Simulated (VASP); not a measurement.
A run of VASP 6.6.1 is set up as follows.

The input INCAR:

```
PREC = Accurate
ENCUT = 1350
EDIFF = 1E-6
ISMEAR = 0
SIGMA = 0.02
LREAL = F
LASPH = T
NELM = 120
ALGO = Normal
ISIF = 2
LWAVE = F
LCHARG = F
GGA = PE
NBANDS = 19
GGA_COMPAT = F
```

The input KPOINTS:

```
Automatic mesh
0
Gamma
  6 6 6
```

POSCAR

```
BaF2
1.0
    0.0000000000      2.9927217578      2.9927217578
    2.9927217578      0.0000000000      2.9927217578
    2.9927217578      2.9927217578      0.0000000000
Ba F
1 2
Direct
    0.0000000000      0.0000000000      0.0000000000
    0.2500000000      0.2500000000      0.2500000000
    0.7500000000      0.7500000000      0.7500000000
```

Potentials or basis: VASP PAW PBE potentials, release 64 (Ba_sv, F_h).

The run is started by

```console
$ cat potpaw_PBE.64/Ba_sv/POTCAR potpaw_PBE.64/F_h/POTCAR > POTCAR
$ mpirun -np 1 vasp_std > vasp.out
```

**Question.** Estimate the pressure.

**Answer.** 11.0 GPa.

**Question.** Estimate the band gap on the k mesh.

**Answer.** 7.26 eV (least direct gap 7.37 eV).

Caveat: the cell stands under pressure; spin-orbit coupling is left out, which moves the levels of the heavy elements. A k mesh can miss the band edges.
